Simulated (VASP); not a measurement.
# Ag2Sb (P4/nmm) in VASP: single point with PBE

Aim: the single point of Ag2Sb with PBE.

Program: VASP 6.6.1. These are calculated values, not measurements. Logs are shortened: lines on timing, memory, paths and dates and some standing lists are left out, and cuts for length are marked.

## 1. The cell of the first run

Symmetry: P4/nmm, No. 129, tetragonal system. The conventional cell has a = 4.287 Å, b = 4.287 Å, c = 6.541 Å, α = 90.00°, β = 90.00°, γ = 90.00°. Ag (site symmetry -4m2) has 8 Ag at 2.85 to 3.03 Å and 4 Sb at 2.90 Å within 3.8 Å. Within 3.6 Å of Ag (site symmetry 4mm) lie 5 Sb at 2.71 to 3.03 Å and 4 Ag at 2.85 Å. Sb (site symmetry 4mm) has 9 Ag at 2.71 to 3.03 Å within 3.6 Å.

## 2. Single point, PBE

INCAR reads:

```
SYSTEM = Ag2Sb
PREC = Accurate
ENCUT = 520
EDIFF = 1E-6
ISMEAR = -1
SIGMA = 0.0273
LREAL = .FALSE.
LASPH = .TRUE.
NELM = 60
ALGO = Normal
ISIF = 2
LWAVE = .FALSE.
LCHARG = .FALSE.
GGA = PE
NBANDS = 36
```

KPOINTS reads:

```
Automatic mesh
0
G
  8 8 5
  0 0 0
```

POSCAR reads:

```
Ag2Sb
1.0
    4.2870480000      0.0000000000      0.0000000000
    0.0000000000      4.2870480000      0.0000000000
    0.0000000000      0.0000000000      6.5413760000
Ag Sb
4 2
Direct
    0.0000000000      0.0000000000      0.0000000000
    0.5000000000      0.5000000000      0.0000000000
    0.5000000000      0.0000000000      0.2873145417
    0.0000000000      0.5000000000      0.7126854583
    0.5000000000      0.0000000000      0.7014495893
    0.0000000000      0.5000000000      0.2985504107
```

Potentials or basis: VASP PAW PBE potentials, release 64 (Ag, Sb).

Command:

```bash
$ cat potpaw_PBE.64/Ag/POTCAR potpaw_PBE.64/Sb/POTCAR > POTCAR
$ mpirun -np 1 vasp_std > vasp.out
```

OUTCAR:

```text
SYSTEM = Ag2Sb
   PREC = Accurate
   ENCUT = 520
   EDIFF = 1E-6
   ISMEAR = -1
   LREAL = .FALSE.
   LASPH = .TRUE.
   NELM = 60
   ISIF = 2
   GGA = PE

 ion  position               nearest neighbor table
   1  0.000  0.000  0.000-   3 2.85   4 2.85   4 2.85   3 2.85   5 2.90   6 2.90   6 2.90   5 2.90
                             2 3.03   2 3.03   2 3.03   2 3.03
   2  0.500  0.500  0.000-   3 2.85   4 2.85   3 2.85   4 2.85   5 2.90   5 2.90   6 2.90   6 2.90
                             1 3.03   1 3.03   1 3.03   1 3.03
   3  0.500  0.000  0.287-   5 2.71   2 2.85   1 2.85   2 2.85   1 2.85   6 3.03   6 3.03   6 3.03
                             6 3.03
   4  0.000  0.500  0.713-   6 2.71   2 2.85   1 2.85   1 2.85   2 2.85   5 3.03   5 3.03   5 3.03
                             5 3.03
   5  0.500  0.000  0.701-   3 2.71   2 2.90   1 2.90   2 2.90   1 2.90   4 3.03   4 3.03   4 3.03
                             4 3.03
   6  0.000  0.500  0.299-   4 2.71   2 2.90   1 2.90   1 2.90   2 2.90   3 3.03   3 3.03   3 3.03
                             3 3.03

  LATTYP: Found a simple tetragonal cell.
 ALAT       =     4.2870480000
 C/A-ratio  =     1.5258462233

  Lattice vectors:

 A1 = (   4.2870480000,   0.0000000000,   0.0000000000)
 A2 = (   0.0000000000,   4.2870480000,   0.0000000000)
 A3 = (   0.0000000000,   0.0000000000,   6.5413760000)

Analysis of symmetry for initial positions (statically):
=====================================================================
 Subroutine PRICEL returns:
 Original cell was already a primitive cell.

 Routine SETGRP: Setting up the symmetry group for a
 simple tetragonal supercell.

 Subroutine GETGRP returns: Found 16 space group operations
 (whereof  8 operations were pure point group operations)
 out of a pool of 16 trial point group operations.

The static configuration has the point symmetry D_2d.
 The point group associated with its full space group is D_4h.

Analysis of symmetry for dynamics (positions and initial velocities):
=====================================================================
 Subroutine PRICEL returns:
 Original cell was already a primitive cell.

 Routine SETGRP: Setting up the symmetry group for a
 simple tetragonal supercell.

 Subroutine GETGRP returns: Found 16 space group operations
 (whereof  8 operations were pure point group operations)
 out of a pool of 16 trial point group operations.

[... 104 lines left out ...]
   LNONCOLLINEAR =      F non collinear calculations
   LSORBIT =      F    spin-orbit coupling
   LASPH  =      T    aspherical Exc in radial PAW
   ENCUT  =  520.0 eV  38.22 Ry    6.18 a.u.   7.97  7.97 12.16*2*pi/ulx,y,z
   NELM   =     60;   NELMIN=  2; NELMDL= -5     # of ELM steps
   EDIFF  = 0.1E-05   stopping-criterion for ELM
   LREAL  =      F    real-space projection
   EDIFFG = 0.1E-04   stopping-criterion for IOM
   NSW    =      0    number of steps for IOM
   IBRION =     -1    ionic relax: 0-MD 1-quasi-New 2-CG
   NFREE  =      0    steps in history (QN), initial steepest desc. (CG)
   ISIF   =      2    stress and relaxation
   ISYM   =      2    0-nonsym 1-usesym 2-fastsym
   POTIM  = 0.5000    time-step for ionic-motion
   TEBEG  =    0.0;   TEEND  =   0.0 temperature during run
   PSTRESS=    0.0 pullay stress
   NELECT =      54.0000    total number of electrons
   NUPDOWN=      -1.0000    fix difference up-down
   EMIN   =  10.00;   EMAX   =-10.00  energy-range for DOS
   EFERMI =   0.00;   METHOD = LEGACY
   ISMEAR =    -1;   SIGMA  =   0.03  broadening in eV -4-tet -1-fermi 0-gaus
   EFERMI_NEDOS =   21; number of points for ismear=-14 and -15
   IALGO  =     38    algorithm
   IMIX   =      4    mixing-type and parameters
     AMIX     =   0.40;   BMIX     =  1.00
     AMIX_MAG =   1.60;   BMIX_MAG =  1.00
  volume/ion in A,a.u.               =      20.04       135.22
  Fermi-wavevector in a.u.,A,eV,Ry     =   1.253750  2.369243 21.386836  1.571888
  Thomas-Fermi vector in A             =   2.387588
   LORBIT       =      0    0 simple, 1 ext, 2 COOP (PROOUT), +10 PAW based schemes
   GGA     = PE    functional components
   LHFCALC =     F    Hartree Fock is set to
   AEXX    =    0.0000 exact exchange contribution
   IVDW    =     0    specifies the selected vdW correction
   LEPSILON=     F    determine dielectric tensor
   LRPA    =     F    only Hartree local field effects (RPA)
 non-spin polarized calculation
  energy-cutoff  :      520.00
  volume of cell :      120.22
 maximum number of plane-waves:      3268
 NGX is ok and might be reduce to    32
   NGX = 15   NGY = 15   NGZ = 25

 number of electron      53.9999979 magnetization

 Free energy of the ion-electron system (eV)
  ---------------------------------------------------
  ext. energy  EPLUGINS =         0.00000000
  ---------------------------------------------------
  free energy    TOTEN  =       -18.72165829 eV

  energy without entropy =      -18.71447721  energy(sigma->0) =      -18.71806775

 E-fermi :   8.8242     XC(G=0): -11.3451

 val. band max:        8.7928042981   @ k =   0.1250   0.0000   0.4000
 cond. band min:       8.8361023322   @ k =   0.2500   0.1250   0.2000
 fundamental gap:      0.0432980341
 Fermi energy:         8.8242187054

 k-point     1 :       0.0000    0.0000    0.0000
  band No.  band energies     occupation
      1      -2.5586      2.00000
      2      -1.1267      2.00000
      3       2.2514      2.00000
      4       2.5225      2.00000
      5       2.5225      2.00000
      6       2.6052      2.00000
[... 925 lines left out ...]
     35      15.2299      0.00000
     36      15.2299      0.00000

 [... further k-points ...]
[... 5 lines left out ...]
  --------------------------------------------------------------------------------------
  -------------------------------------------------------------------------------------
  Total        4.3355093      4.3355093      6.5534146      0.0000000     -0.0000000      0.0000000
  in kB       57.7783187     57.7783187     87.3358236      0.0000000     -0.0000000      0.0000000
  external PRESSURE =      67.6308203 kB  Pullay stress =       0.0000000 kB

 VOLUME and BASIS-vectors are now :
 -----------------------------------------------------------------------------
  energy-cutoff  :      520.00
  volume of cell :      120.22
      direct lattice vectors                 reciprocal lattice vectors
     4.287048000  0.000000000  0.000000000     0.233260743  0.000000000  0.000000000
     0.000000000  4.287048000  0.000000000     0.000000000  0.233260743  0.000000000
     0.000000000  0.000000000  6.541376000     0.000000000  0.000000000  0.152873035

 POSITION                                       TOTAL-FORCE (eV/Angst)
 -----------------------------------------------------------------------------------
      0.00000      0.00000      0.00000         0.000000      0.000000      0.000000
      2.14352      2.14352      0.00000         0.000000     -0.000000      0.000000
      2.14352      0.00000      1.87943         0.000000      0.000000      0.026944
      0.00000      2.14352      4.66194        -0.000000      0.000000     -0.026944
      2.14352      0.00000      4.58845         0.000000      0.000000     -0.003735
      0.00000      2.14352      1.95293         0.000000      0.000000      0.003735
 -----------------------------------------------------------------------------------
    total drift:                                0.000000     -0.000000     -0.000000

  FREE ENERGIE OF THE ION-ELECTRON SYSTEM (eV)
  ---------------------------------------------------
  free  energy   TOTEN  =       -18.7216582914 eV

  energy  without entropy=      -18.7144772126  energy(sigma->0) =      -18.71806775
```

stdout:

```text
POSCAR found type information on POSCAR AgSb
 POSCAR found :  2 types and       6 ions
 scaLAPACK will be used
 LDA part: xc-table for (Slater+PW92), standard interpolation
 POSCAR, INCAR and KPOINTS ok, starting setup
 FFT: planning ... GRIDC
 FFT: planning ... GRID_SOFT
 FFT: planning ... GRID
 WAVECAR not read
 entering main loop
```

Wall time 2.3 min (1 thread of Oxide Virtual Turin-like, shared host); peak memory 0.28 GiB.

What came out:

| Quantity | Value |
| --- | --- |
| Free energy | -18.7217 eV |
| Pressure | 6.8 GPa |
| Largest force | 0.027 eV/Å |
| Band gap on the k mesh | zero (band 27 reaches 10.10 eV, above the bottom of band 28 at 6.50 eV) |

Forces on the atoms (eV/Å):
```
Ag   0.000  0.000  0.000
Ag   0.000  0.000  0.000
Ag   0.000  0.000  0.027
Ag   0.000  0.000 -0.027
Sb   0.000  0.000 -0.004
Sb   0.000  0.000  0.004
```

Stress tensor (GPa, compression positive):
```
5.78 0.00 0.00
0.00 5.78 0.00
0.00 0.00 8.73
```

Caveat: spin-orbit coupling is left out, which moves the levels of the heavy elements.
